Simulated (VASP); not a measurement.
Here is a VASP 6.6.1 calculation.

File INCAR:

```
ALGO = Normal
EDIFF = 1E-6
ENCUT = 520
GGA = CA
ISIF = 2
ISMEAR = 0
ISPIN = 2
LASPH = T
LCHARG = F
LMAXMIX = 4
LORBIT = 11
LREAL = F
LWAVE = F
MAGMOM = 0.1 0.1
NBANDS = 20
NELM = 150
NUPDOWN = 0.2
PREC = Accurate
SIGMA = 0.15
```

KPOINTS

```
k-points
0
Gamma
  21 21 12
```

Contents of POSCAR:

```
Ir
1.0
    2.5924095241      0.0000000000      0.0000000000
   -1.2962047621      2.2450925049      0.0000000000
    0.0000000000      0.0000000000      4.2032925665
Ir
2
Direct
    0.6666666667      0.3333333333      0.7500000000
    0.3333333333      0.6666666667      0.2500000000
```

Potentials or basis: VASP PAW LDA potentials, release 64 (Ir).

Command:

```sh
$ cat potpaw_LDA.64/Ir/POTCAR > POTCAR
$ mpirun -np 1 vasp_std > vasp.out
```

(1) What does it give for the pressure?

Answers

(1) 75.4 GPa.

Caveat: the cell stands under pressure; the total moment is fixed, so each spin has its own Fermi level and the state may be an excited one.
